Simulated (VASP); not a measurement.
# ZrO2 (Fm-3m) in VASP: notebook

The runs below take ZrO2 through single point, with PBEsol.

Everything below comes from runs of VASP 6.6.1. Logs are shortened: lines on timing, memory, paths and dates and some standing lists are left out, and cuts for length are marked.

### Step 1. The cell of the first run

The structure is cubic, space group Fm-3m (No. 225). Conventional cell: a = 4.701 Å, b = 4.701 Å, c = 4.701 Å, α = 90.00°, β = 90.00°, γ = 90.00°. Within 2.7 Å of Zr (site symmetry m-3m) lie 8 O at 2.04 Å. Within 2.7 Å of O (site symmetry -43m) lie 4 Zr at 2.04 Å and 6 O at 2.35 Å.

### Step 2. Single point, PBEsol (8.66 Å³/atom)

INCAR

```
SYSTEM = ZrO2
  ALGO = Normal
  EDIFF = 1E-6
  ENCUT = 600
  GGA = PS
  GGA_COMPAT = .False.
  ISIF = 2
  ISMEAR = 0
  LASPH = .True.
  LCHARG = .False.
  LREAL = .False.
  LWAVE = .False.
  NBANDS = 19
  NELM = 120
  PREC = Accurate
  SIGMA = 0.05
```

KPOINTS

```
k-points
0
Gamma
  8 8 8
  0 0 0
```

POSCAR

```
ZrO2
1.0
    0.0000000000      2.3505301149      2.3505301149
    2.3505301149      0.0000000000      2.3505301149
    2.3505301149      2.3505301149      0.0000000000
Zr O
1 2
Direct
    0.0000000000      0.0000000000      0.0000000000
    0.2500000000      0.2500000000      0.2500000000
    0.7500000000      0.7500000000      0.7500000000
```

Potentials or basis: VASP PAW PBE potentials, release 64 (Zr_sv, O).

The run is started by

```console
cat potpaw_PBE.64/Zr_sv/POTCAR potpaw_PBE.64/O/POTCAR > POTCAR
mpirun -np 1 vasp_std > vasp.out
```

OUTCAR:

```text
SYSTEM = ZrO2
   EDIFF = 1E-6
   ENCUT = 600
   GGA = PS
   ISIF = 2
   ISMEAR = 0
   LASPH = .True.
   LREAL = .False.
   NELM = 120
   PREC = Accurate

 ion  position               nearest neighbor table
   1  0.000  0.000  0.000-   3 2.04   3 2.04   3 2.04   2 2.04   3 2.04   2 2.04   2 2.04   2 2.04

   2  0.250  0.250  0.250-   1 2.04   1 2.04   1 2.04   1 2.04
   3  0.750  0.750  0.750-   1 2.04   1 2.04   1 2.04   1 2.04

  LATTYP: Found a face centered cubic cell.
 ALAT       =     4.7010602298

  Lattice vectors:

 A1 = (   0.0000000000,   2.3505301149,   2.3505301149)
 A2 = (   2.3505301149,   0.0000000000,   2.3505301149)
 A3 = (   2.3505301149,   2.3505301149,   0.0000000000)

Analysis of symmetry for initial positions (statically):
=====================================================================
 Subroutine PRICEL returns:
 Original cell was already a primitive cell.

 Routine SETGRP: Setting up the symmetry group for a
 face centered cubic supercell.

 Subroutine GETGRP returns: Found 48 space group operations
 (whereof 48 operations were pure point group operations)
 out of a pool of 48 trial point group operations.

The static configuration has the point symmetry O_h .

Analysis of symmetry for dynamics (positions and initial velocities):
=====================================================================
 Subroutine PRICEL returns:
 Original cell was already a primitive cell.

 Routine SETGRP: Setting up the symmetry group for a
 face centered cubic supercell.

 Subroutine GETGRP returns: Found 48 space group operations
 (whereof 48 operations were pure point group operations)
 out of a pool of 48 trial point group operations.

The dynamic configuration has the point symmetry O_h .

 Subroutine INISYM returns: Found 48 space group operations
 (whereof 48 operations are pure point group operations),
 and found     1 'primitive' translations

----------------------------------------------------------------------------------------

                                     Primitive cell

  volume of cell :      25.9733

  direct lattice vectors                    reciprocal lattice vectors
     0.000000000  2.350530115  2.350530115    -0.212717972  0.212717972  0.212717972
     2.350530115  0.000000000  2.350530115     0.212717972 -0.212717972  0.212717972
     2.350530115  2.350530115  0.000000000     0.212717972  0.212717972 -0.212717972

  length of vectors
     3.324151567  3.324151567  3.324151567     0.368438336  0.368438336  0.368438336

  position of ions in fractional coordinates (direct lattice)
     0.000000000  0.000000000  0.000000000
     0.250000000  0.250000000  0.250000000
     0.750000000  0.750000000  0.750000000

  ion indices of the primitive-cell ions
   primitive index   ion index
                 1           1
                 2           2
                 3           3

----------------------------------------------------------------------------------------

 KPOINTS: k-points

Automatic generation of k-mesh.
 Grid dimensions read from file:
 generate k-points for:    8    8    8

 Generating k-lattice:

  Cartesian coordinates                     Fractional coordinates (reciprocal lattice)
    -0.026589747  0.026589747  0.026589747     0.125000000  0.000000000  0.000000000
     0.026589747 -0.026589747  0.026589747     0.000000000  0.125000000  0.000000000
     0.026589747  0.026589747 -0.026589747     0.000000000  0.000000000  0.125000000

  Length of vectors
     0.046054792  0.046054792  0.046054792

  Shift w.r.t. Gamma in fractional coordinates (k-lattice)
     0.000000000  0.000000000  0.000000000

 Subroutine IBZKPT returns following result:
 ===========================================

 Found     29 irreducible k-points:

 Following reciprocal coordinates:
            Coordinates               Weight
  0.000000  0.000000  0.000000      1.000000
  0.125000  0.000000  0.000000      8.000000
  0.250000  0.000000  0.000000      8.000000
  0.375000  0.000000  0.000000      8.000000
  0.500000  0.000000  0.000000      4.000000
  0.125000  0.125000  0.000000      6.000000
[... 16 lines left out ...]
  0.500000  0.250000  0.125000     48.000000
 -0.375000  0.250000  0.125000     24.000000
 [... further k-points ...]
   k-points           NKPTS =     29   k-points in BZ     NKDIM =     29   number of bands    NBANDS=     19
   number of dos      NEDOS =    301   number of ions     NIONS =      3
   total plane-waves  NPLWV =  21952
   dimension x,y,z NGX =    28 NGY =   28 NGZ =   28
   dimension x,y,z NGXF=    56 NGYF=   56 NGZF=   56
   ions per type =               1   2
   NGX,Y,Z   is equivalent  to a cutoff of  14.00, 14.00, 14.00 a.u.
   NGXF,Y,Z  is equivalent  to a cutoff of  28.01, 28.01, 28.01 a.u.
 SYSTEM =  ZrO2
   PREC   = accura    normal or accurate (medium, high low for compatibility)
   ISTART =      0    job   : 0-new  1-cont  2-samecut
   ICHARG =      2    charge: 1-file 2-atom 10-const
   ISPIN  =      1    spin polarized calculation?
   LNONCOLLINEAR =      F non collinear calculations
   LSORBIT =      F    spin-orbit coupling
   LASPH  =      T    aspherical Exc in radial PAW
   ENCUT  =  600.0 eV  44.10 Ry    6.64 a.u.   6.64  6.64  6.64*2*pi/ulx,y,z
   NELM   =    120;   NELMIN=  2; NELMDL= -5     # of ELM steps
   EDIFF  = 0.1E-05   stopping-criterion for ELM
   LREAL  =      F    real-space projection
   EDIFFG = 0.1E-04   stopping-criterion for IOM
   NSW    =      0    number of steps for IOM
   IBRION =     -1    ionic relax: 0-MD 1-quasi-New 2-CG
   NFREE  =      0    steps in history (QN), initial steepest desc. (CG)
   ISIF   =      2    stress and relaxation
   ISYM   =      2    0-nonsym 1-usesym 2-fastsym
   POTIM  = 0.5000    time-step for ionic-motion
   TEBEG  =    0.0;   TEEND  =   0.0 temperature during run
   PSTRESS=    0.0 pullay stress
   NELECT =      24.0000    total number of electrons
   NUPDOWN=      -1.0000    fix difference up-down
   EMIN   =  10.00;   EMAX   =-10.00  energy-range for DOS
   EFERMI =   0.00;   METHOD = LEGACY
   ISMEAR =     0;   SIGMA  =   0.05  broadening in eV -4-tet -1-fermi 0-gaus
   EFERMI_NEDOS =   21; number of points for ismear=-14 and -15
   IALGO  =     38    algorithm
   IMIX   =      4    mixing-type and parameters
     AMIX     =   0.40;   BMIX     =  1.00
     AMIX_MAG =   1.60;   BMIX_MAG =  1.00
  volume/ion in A,a.u.               =       8.66        58.43
  Fermi-wavevector in a.u.,A,eV,Ry     =   1.594542  3.013248 34.593707  2.542566
  Thomas-Fermi vector in A             =   2.692601
   LORBIT       =      0    0 simple, 1 ext, 2 COOP (PROOUT), +10 PAW based schemes
   GGA     = PS    functional components
   LHFCALC =     F    Hartree Fock is set to
   AEXX    =    0.0000 exact exchange contribution
   IVDW    =     0    specifies the selected vdW correction
   LEPSILON=     F    determine dielectric tensor
   LRPA    =     F    only Hartree local field effects (RPA)
 non-spin polarized calculation
 Gauss-broadening in eV      SIGMA  =   0.05
  energy-cutoff  :      600.00
  volume of cell :       25.97
 maximum number of plane-waves:       893
   NGX = 13   NGY = 13   NGZ = 13

 number of electron      23.9999999 magnetization

 Free energy of the ion-electron system (eV)
  ---------------------------------------------------
  ext. energy  EPLUGINS =         0.00000000
  ---------------------------------------------------
  free energy    TOTEN  =       -28.37388985 eV

  energy without entropy =      -28.37388985  energy(sigma->0) =      -28.37388985

 E-fermi :  10.3178     XC(G=0): -13.3904

 val. band max:       10.0580714808   @ k =   0.5000   0.5000   0.0000
 cond. band min:      13.9051382071   @ k =   0.0000   0.0000   0.0000
 fundamental gap:      3.8470667264
 Fermi energy:        10.3177889298

 k-point     1 :       0.0000    0.0000    0.0000
  band No.  band energies     occupation
      1     -36.8995      2.00000
      2     -14.7316      2.00000
      3     -14.7316      2.00000
      4     -14.7316      2.00000
      5      -9.2099      2.00000
      6      -5.7427      2.00000
[... 11 lines left out ...]
     18      22.6779      0.00000
     19      26.3540      0.00000

 k-point     2 :       0.1250    0.0000    0.0000
  band No.  band energies     occupation
      1     -36.8758      2.00000
      2     -15.0934      2.00000
      3     -14.7601      2.00000
      4     -14.7601      2.00000
      5      -8.7477      2.00000
      6      -6.0190      2.00000
[... 11 lines left out ...]
     18      22.2827      0.00000
     19      26.3955      0.00000

 k-point     3 :       0.2500    0.0000    0.0000
  band No.  band energies     occupation
      1     -36.8180      2.00000
      2     -15.8079      2.00000
      3     -14.8279      2.00000
      4     -14.8279      2.00000
      5      -8.0337      2.00000
      6      -6.2601      2.00000
[... 11 lines left out ...]
     18      21.5963      0.00000
     19      26.0970      0.00000

 k-point     4 :       0.3750    0.0000    0.0000
  band No.  band energies     occupation
      1     -36.7593      2.00000
      2     -16.3925      2.00000
      3     -14.8941      2.00000
      4     -14.8941      2.00000
      5      -8.0564      2.00000
      6      -5.6897      2.00000
[... 11 lines left out ...]
     18      21.2944      0.00000
     19      26.8924      0.00000

 k-point     5 :       0.5000    0.0000    0.0000
  band No.  band energies     occupation
      1     -36.7348      2.00000
      2     -16.6102      2.00000
      3     -14.9210      2.00000
      4     -14.9210      2.00000
      5      -8.1829      2.00000
      6      -5.3061      2.00000
[... 11 lines left out ...]
     18      21.2915      0.00000
     19      27.9129      0.00000

 k-point     6 :       0.1250    0.1250    0.0000
  band No.  band energies     occupation
      1     -36.8679      2.00000
      2     -15.1406      2.00000
      3     -14.8045      2.00000
      4     -14.8045      2.00000
      5      -8.5737      2.00000
      6      -6.1341      2.00000
[... 11 lines left out ...]
     18      22.3171      0.00000
     19      26.4266      0.00000

 k-point     7 :       0.2500    0.1250    0.0000
  band No.  band energies     occupation
      1     -36.8215      2.00000
      2     -15.6711      2.00000
      3     -14.8921      2.00000
      4     -14.8831      2.00000
      5      -7.8314      2.00000
      6      -6.4971      2.00000
[... 11 lines left out ...]
     18      21.8809      0.00000
     19      26.6715      0.00000

 k-point     8 :       0.3750    0.1250    0.0000
  band No.  band energies     occupation
      1     -36.7630      2.00000
      2     -16.2227      2.00000
      3     -15.0342      2.00000
      4     -14.9488      2.00000
      5      -7.6359      2.00000
      6      -6.1354      2.00000
[... 256 lines left out ...]
 k-point    20 :      -0.3750    0.3750    0.0000
  band No.  band energies     occupation
      1     -36.6848      2.00000
      2     -16.3849      2.00000
      3     -15.7520      2.00000
      4     -15.1171      2.00000
      5      -7.0908      2.00000
      6      -5.7666      2.00000
[... 11 lines left out ...]
     18      23.7956      0.00000
     19      27.8202      0.00000

 k-point    21 :       0.5000    0.5000    0.0000
  band No.  band energies     occupation
      1     -36.6804      2.00000
      2     -16.7401      2.00000
      3     -15.2099      2.00000
      4     -15.2099      2.00000
      5      -7.7534      2.00000
      6      -5.1877      2.00000
[... 11 lines left out ...]
     18      25.8317      0.00000
     19      26.5312      0.00000

 k-point    22 :       0.3750    0.2500    0.1250
  band No.  band energies     occupation
      1     -36.7747      2.00000
      2     -16.0159      2.00000
      3     -15.1595      2.00000
      4     -14.9200      2.00000
      5      -7.1044      2.00000
      6      -6.7867      2.00000
[... 11 lines left out ...]
     18      22.0040      0.00000
     19      27.3954      0.00000

 k-point    23 :       0.5000    0.2500    0.1250
  band No.  band energies     occupation
      1     -36.7273      2.00000
      2     -16.2843      2.00000
      3     -15.4340      2.00000
      4     -14.9971      2.00000
      5      -7.1428      2.00000
      6      -6.2179      2.00000
[... 11 lines left out ...]
     18      22.3780      0.00000
     19      27.8228      0.00000

 k-point    24 :      -0.3750    0.2500    0.1250
  band No.  band energies     occupation
      1     -36.7075      2.00000
      2     -16.3815      2.00000
      3     -15.5486      2.00000
      4     -15.0343      2.00000
      5      -7.2435      2.00000
      6      -5.8685      2.00000
[... 11 lines left out ...]
     18      22.0936      0.00000
     19      28.4136      0.00000

 [... further k-points ...]

------------------------ aborting loop because EDIFF is reached ----------------------------------------

  FORCE on cell =-STRESS in cart. coord.  units (eV):
  Direction    XX          YY          ZZ          XY          YZ          ZX
  --------------------------------------------------------------------------------------
  -------------------------------------------------------------------------------------
  Total       14.8060177     14.8060177     14.8060177     -0.0000000      0.0000000     -0.0000000
  in kB      913.3166861    913.3166861    913.3166861     -0.0000000      0.0000000     -0.0000000
  external PRESSURE =     913.3166861 kB  Pullay stress =       0.0000000 kB

 VOLUME and BASIS-vectors are now :
 -----------------------------------------------------------------------------
  energy-cutoff  :      600.00
  volume of cell :       25.97
      direct lattice vectors                 reciprocal lattice vectors
     0.000000000  2.350530115  2.350530115    -0.212717972  0.212717972  0.212717972
     2.350530115  0.000000000  2.350530115     0.212717972 -0.212717972  0.212717972
     2.350530115  2.350530115  0.000000000     0.212717972  0.212717972 -0.212717972

 POSITION                                       TOTAL-FORCE (eV/Angst)
 -----------------------------------------------------------------------------------
      0.00000      0.00000      0.00000        -0.000000     -0.000000      0.000000
      1.17527      1.17527      1.17527         0.000000      0.000000      0.000000
      3.52580      3.52580      3.52580        -0.000000     -0.000000     -0.000000
 -----------------------------------------------------------------------------------
    total drift:                                0.000000      0.000000      0.000000

  FREE ENERGIE OF THE ION-ELECTRON SYSTEM (eV)
  ---------------------------------------------------
  free  energy   TOTEN  =       -28.3738898549 eV

  energy  without entropy=      -28.3738898549  energy(sigma->0) =      -28.37388985
```

It took 18 s on 1 thread of AMD EPYC 7R43 (Zen 3), shared host; peak memory 0.13 GiB.

Results:

```
Free energy            : -28.3739 eV
Pressure               : 91.3 GPa
Band gap on the k mesh : 3.85 eV (least direct gap 4.48 eV)
```

Levels at points of the mesh, in eV from the valence-band top:
| k point | band 9 | band 10 | band 11 | band 12 | band 13 | band 14 | band 15 | band 16 |
| --- | --- | --- | --- | --- | --- | --- | --- | --- |
| (0.00, 0.00, 0.00) | -6.85 | -0.64 | -0.64 | -0.64 | 3.85 | 3.85 | 8.16 | 12.62 |
| (0.50, 0.00, 0.00) | -2.98 | -2.67 | -1.78 | -1.78 | 4.85 | 4.85 | 8.55 | 9.50 |
| (0.50, 0.50, 0.00) | -3.42 | -1.91 | -1.91 | 0.00 | 4.58 | 6.02 | 8.26 | 9.52 |

Caveat: the cell stands under pressure; the PAW data sets were made with another functional, which shifts forces and pressure a little.

(Part 1 of 2 ends here.)
